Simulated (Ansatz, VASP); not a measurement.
# Two plane-wave programs on Se

```
CELL_PARAMETERS angstrom
5.50476 0.00000 0.00000
0.00000 5.50476 0.00000
0.00000 0.00000 5.50476
ATOMIC_POSITIONS crystal
Se 0.00000 0.00000 0.00000
Se 0.50000 0.50000 0.50000
Se 0.25000 0.00000 0.50000
Se 0.75000 0.00000 0.50000
Se 0.50000 0.25000 0.00000
Se 0.50000 0.75000 0.00000
Se 0.00000 0.50000 0.25000
Se 0.00000 0.50000 0.75000
```

Alike in both runs: functional PBE; k mesh 5 × 5 × 5; occupations fermi-dirac, width 0.1 eV; no spin polarisation.

Ansatz relaxed the structure, and its values are those at the end. VASP's run is a single point on that final structure, the one shown.

|  | VASP | Ansatz |
| --- | --- | --- |
| version | VASP 6.6.1 | Ansatz 0.2.0 |
| potentials or method | VASP PAW PBE potentials, release 64 (Se), cutoff 520 eV | plane waves (420 eV) with PAW, scalar-relativistic |
| valence electrons in the cell | 48 | 128 |

|  | VASP | Ansatz | Ansatz less VASP |
| --- | --- | --- | --- |
| pressure (GPa) | 0.0 | 0.0 | -0.01 |

VASP's potentials hold 48 valence electrons a cell and Ansatz's 128, so a difference there can come from the potentials and not from the codes.
